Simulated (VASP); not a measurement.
A run of VASP 6.6.1 is set up as follows.

Contents of INCAR:

```
  PREC = Accurate
  ENCUT = 520
  EDIFF = 1E-6
  ISMEAR = 0
  SIGMA = 0.01
  LREAL = False
  LASPH = True
  NELM = 100
  ALGO = Normal
  ISIF = 2
  LWAVE = False
  LCHARG = False
  GGA = PE
  NBANDS = 50
```

Contents of KPOINTS:

```
Automatic mesh
0
Gamma
  6 6 6
```

POSCAR

```
HfSiO4
1.0
   -3.3879134003      3.3879134003      3.0662041694
    3.3879134003     -3.3879134003      3.0662041694
    3.3879134003      3.3879134003     -3.0662041694
Hf Si O
2 2 8
Direct
    0.7500000000      0.2500000000      0.5000000000
    0.0000000000      0.0000000000      0.0000000000
    0.2500000000      0.7500000000      0.5000000000
    0.5000000000      0.5000000000      0.0000000000
    0.1347369486      0.3189317937      0.8158051549
    0.0689317937      0.7531266389      0.6841948451
    0.5031266389      0.3189317937      0.1841948451
    0.0689317937      0.3847369486      0.3158051549
    0.6152630514      0.9310682063      0.6841948451
    0.6810682063      0.8652630514      0.1841948451
    0.2468733611      0.9310682063      0.3158051549
    0.6810682063      0.4968733611      0.8158051549
```

Potentials or basis: VASP PAW PBE potentials, release 64 (Hf_pv, Si, O).

Launch:

```sh
$ cat potpaw_PBE.64/Hf_pv/POTCAR potpaw_PBE.64/Si/POTCAR potpaw_PBE.64/O/POTCAR > POTCAR
$ mpirun -np 1 vasp_std > vasp.out
```

(1) Predict the pressure.

(2) Estimate the largest force.

(3) Estimate the band gap on the k mesh.

Results:

(1) -13.3 GPa.

(2) 0.306 eV/Å.

(3) 4.97 eV (least direct gap 5.25 eV).

Caveat: the cell stands under tension; spin-orbit coupling is left out, which moves the levels of the heavy elements.
